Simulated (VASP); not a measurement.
# MgS in VASP: notebook, part 2 of 2

VASP 6.6.1. The steps go on from the part before.

**4. Electric field gradients, LDA (zz strain of -2 %)**

INCAR

```
SYSTEM = MgS
ALGO = Normal ; EDIFF = 1E-8
ENCUT = 520 ; GGA = CA
ISIF = 2 ; ISMEAR = -1
LASPH = .True. ; LCHARG = .False.
LEFG = .True. ; LREAL = .False.
LWAVE = .False. ; NBANDS = 11
NELM = 100 ; PREC = Accurate
SIGMA = 0.01
```

KPOINTS

```
k-points
0
Gamma
  8 8 8
  0 0 0
```

POSCAR

```
MgS
1.0
    0.0000000000      2.6016500000      2.5496170000
    2.6016500000      0.0000000000      2.5496170000
    2.6016500000      2.6016500000      0.0000000000
Mg S
1 1
Direct
    0.0000000000      0.0000000000      0.0000000000
    0.5000000000      0.5000000000      0.5000000000
```

Potentials or basis: VASP PAW LDA potentials, release 64 (Mg, S).

Command:

```console
cat potpaw_LDA.64/Mg/POTCAR potpaw_LDA.64/S/POTCAR > POTCAR
mpirun -np 1 vasp_std > vasp.out
```

OUTCAR:

```text
SYSTEM = MgS
   EDIFF = 1E-8
   ENCUT = 520
   GGA = CA
   ISIF = 2
   ISMEAR = -1
   LASPH = .True.
   LREAL = .False.
   NELM = 100
   PREC = Accurate

 ion  position               nearest neighbor table
   1  0.000  0.000  0.000-   2 2.55   2 2.55   2 2.60   2 2.60   2 2.60   2 2.60
   2  0.500  0.500  0.500-   1 2.55   1 2.55   1 2.60   1 2.60   1 2.60   1 2.60

  LATTYP: Found a body centered tetragonal cell.
 ALAT       =     3.6792887145
 C/A-ratio  =     1.3859292911

  Lattice vectors:

 A1 = (   0.0000000000,  -2.6016500000,  -2.5496170000)
 A2 = (   0.0000000000,   2.6016500000,  -2.5496170000)
 A3 = (   2.6016500000,   0.0000000000,   2.5496170000)

Analysis of symmetry for initial positions (statically):
=====================================================================
 Subroutine PRICEL returns:
 Original cell was already a primitive cell.

 Routine SETGRP: Setting up the symmetry group for a
 body centered tetragonal supercell.

 Subroutine GETGRP returns: Found 16 space group operations
 (whereof 16 operations were pure point group operations)
 out of a pool of 16 trial point group operations.

The static configuration has the point symmetry D_4h.

Analysis of symmetry for dynamics (positions and initial velocities):
=====================================================================
 Subroutine PRICEL returns:
 Original cell was already a primitive cell.

 Routine SETGRP: Setting up the symmetry group for a
 body centered tetragonal supercell.

 Subroutine GETGRP returns: Found 16 space group operations
 (whereof 16 operations were pure point group operations)
[... 165 lines left out ...]
      8      11.7315      0.00000
      9      13.9088      0.00000
     10      14.1898      0.00000
     11      16.1694      0.00000
[... 309 lines left out ...]
 k-point    24 :       0.3750    0.0000    0.1250
  band No.  band energies     occupation
      1      -7.9482      2.00000
      2      -0.1112      2.00000
      3       2.7880      2.00000
      4       2.9500      2.00000
      5       8.9366      0.00000
      6      10.1985      0.00000
      7      11.7711      0.00000
      8      12.0352      0.00000
      9      15.1160      0.00000
     10      16.5238      0.00000
     11      16.5962      0.00000

 [... further k-points ...]
[... 5 lines left out ...]
  --------------------------------------------------------------------------------------
  -------------------------------------------------------------------------------------
  Total       -0.6593779     -0.6593779     -0.1802948      0.0000000      0.0000000      0.0000000
  in kB      -30.6085170    -30.6085170     -8.3693381      0.0000000      0.0000000      0.0000000
  external PRESSURE =     -23.1954573 kB  Pullay stress =       0.0000000 kB

 VOLUME and BASIS-vectors are now :
 -----------------------------------------------------------------------------
  energy-cutoff  :      520.00
  volume of cell :       34.51
      direct lattice vectors                 reciprocal lattice vectors
     0.000000000  2.601650000  2.549617000    -0.192185728  0.192185728  0.196107886
     2.601650000  0.000000000  2.549617000     0.192185728 -0.192185728  0.196107886
     2.601650000  2.601650000  0.000000000     0.192185728  0.192185728 -0.196107886

 POSITION                                       TOTAL-FORCE (eV/Angst)
 -----------------------------------------------------------------------------------
      0.00000      0.00000      0.00000         0.000000     -0.000000     -0.000000
      2.60165      2.60165      2.54962        -0.000000      0.000000      0.000000
 -----------------------------------------------------------------------------------
    total drift:                                0.000000      0.000000      0.000000

  FREE ENERGIE OF THE ION-ELECTRON SYSTEM (eV)
  ---------------------------------------------------
  free  energy   TOTEN  =        -9.5817206485 eV

  energy  without entropy=       -9.5817206485  energy(sigma->0) =       -9.58172065

 Electric field gradients (V/A^2)
---------------------------------------------------------------------
 ion       V_xx      V_yy      V_zz      V_xy      V_xz      V_yz
---------------------------------------------------------------------
   1       1.794     1.794    -3.588     0.000     0.000     0.000
   2       0.924     0.924    -1.849    -0.000    -0.000    -0.000
---------------------------------------------------------------------

 Electric field gradients after diagonalization (V/A^2)
 (convention: |V_zz| > |V_xx| > |V_yy|)
----------------------------------------------------------------------
 ion       V_xx      V_yy      V_zz     asymmetry (V_yy - V_xx)/ V_zz
----------------------------------------------------------------------
   1       1.794     1.794    -3.588       0.000
   2       0.925     0.924    -1.849       0.000
----------------------------------------------------------------------

           NMR quadrupolar parameters

 Cq : quadrupolar parameter    Cq=e*Q*V_zz/h
 eta: asymmetry parameters     (V_yy - V_xx)/ V_zz
 Q  : nuclear electric quadrupole moment in mb (millibarn)
----------------------------------------------------------------------
 ion       Cq(MHz)       eta       Q (mb)
----------------------------------------------------------------------
   1      -0.009       0.000       1.000
   2      -0.004       0.000       1.000
----------------------------------------------------------------------
```

OSZICAR:

```text
N       E                     dE             d eps       ncg     rms          rms(c)
DAV:   1     0.202828507128E+02    0.20283E+02   -0.35647E+03  1370   0.592E+02
DAV:   2    -0.865421515253E+01   -0.28937E+02   -0.27702E+02  1606   0.102E+02
DAV:   3    -0.100052754148E+02   -0.13511E+01   -0.13485E+01  1601   0.226E+01
DAV:   4    -0.100130931746E+02   -0.78178E-02   -0.78170E-02  1585   0.206E+00
DAV:   5    -0.100131519159E+02   -0.58741E-04   -0.58741E-04  1602   0.180E-01    0.450E+00
DAV:   6    -0.963564210768E+01    0.37751E+00   -0.82124E-01  1501   0.350E+00    0.346E+00
DAV:   7    -0.958706536744E+01    0.48577E-01   -0.19240E-01  1575   0.181E+00    0.215E+00
DAV:   8    -0.958210929096E+01    0.49561E-02   -0.12114E-02  1442   0.604E-01    0.848E-01
DAV:   9    -0.958175185451E+01    0.35744E-03   -0.68296E-04  1511   0.134E-01    0.367E-01
DAV:  10    -0.958172720138E+01    0.24653E-04   -0.61586E-05  1566   0.378E-02    0.143E-01
DAV:  11    -0.958172061555E+01    0.65858E-05   -0.32182E-05  1529   0.241E-02    0.163E-02
DAV:  12    -0.958172067193E+01   -0.56381E-07   -0.41261E-07  1532   0.440E-03    0.131E-02
DAV:  13    -0.958172065016E+01    0.21769E-07   -0.57253E-08  1557   0.122E-03    0.112E-03
DAV:  14    -0.958172064851E+01    0.16519E-08   -0.71355E-09   886   0.376E-04
   1 F= -.95817206E+01 E0= -.95817206E+01  d E =-.239266E-13
```

Wall time 49 s (1 thread of AMD EPYC 7R13, shared host); peak memory 0.12 GiB.

What came out:

```yaml
Free_energy: -9.5817 eV
Pressure: -2.3 GPa
Band_gap_on_the_k_mesh: 2.50 eV, indirect (least direct gap 3.62 eV)
```

Electric field gradients, principal values (V/Å²):
| atom | least | middle | greatest (by size) |
| --- | --- | --- | --- |
| 1 Mg | 1.794 | 1.794 | -3.588 |
| 2 S | 0.924 | 0.925 | -1.849 |

Caveat: the cell differs from its parent crystal (zz strain of -2 %); without QUAD_EFG the Cq values of the log hold for a quadrupole moment of 1 mb, not for the nuclei. A k mesh can miss the band edges.
